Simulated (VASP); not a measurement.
A run of VASP 6.6.1 is set up as follows.

INCAR

```
SYSTEM = SrOs5
PREC     = Accurate       ! precision mode
ENCUT    = 560            ! plane-wave cutoff, eV
EDIFF    = 1E-6           ! SCF threshold, eV
ISMEAR   = 0              ! smearing method
SIGMA    = 0.1            ! smearing width, eV
LREAL    = .False.        ! projectors in reciprocal space
LASPH    = .True.         ! aspherical terms in the spheres
NELM     = 120            ! most SCF steps
ALGO     = Normal         ! electronic algorithm
ISIF     = 2              ! what is computed and relaxed
LWAVE    = .False.        ! write WAVECAR
LCHARG   = .False.        ! write CHGCAR
GGA      = PE             ! functional
NBANDS   = 54             ! bands
GGA_COMPAT= .False.
```

KPOINTS

```
regular mesh
0
Gamma
  6 6 4
  0 0 0
```

File POSCAR:

```
SrOs5
1.0
    4.3043881300      0.0000000000      0.0000000000
   -2.1521940700      3.7277094700      0.0000000000
    0.0000000000      0.0000000000      6.8546226000
Sr Os
1 5
Direct
    0.0000000000      0.0000000000      0.5000000000
    0.3333333300      0.6666666700      0.7636442500
    0.3333333300      0.6666666700      0.2363557500
    0.6666666700      0.3333333300      0.2363557500
    0.6666666700      0.3333333300      0.7636442500
    0.0000000000      0.0000000000      0.0000000000
```

Potentials or basis: VASP PAW PBE potentials, release 64 (Sr_sv, Os_sv_GW).

Run with:

```sh
$ cat potpaw_PBE.64/Sr_sv/POTCAR potpaw_PBE.64/Os_sv_GW/POTCAR > POTCAR
$ mpirun -np 1 vasp_std > vasp.out
```

Predict the band gap on the k mesh.

zero (bands 45 and 46 overlap by 0.47 eV).

What does it give for the pressure?

-5.0 GPa.

What does it give for the largest force?

2.302 eV/Å.

Forces in eV/Å, atoms in the order of the input:
```
Sr   0.000  0.000  0.000
Os   0.000  0.000  2.302
Os   0.000  0.000 -2.302
Os   0.000  0.000 -2.302
Os   0.000  0.000  2.302
Os   0.000  0.000  0.000
```

Caveat: the cell stands under tension; spin-orbit coupling is left out, which moves the levels of the heavy elements; forces of over 1 eV/Å act on the atoms, so gaps and moduli don't describe the material at rest.
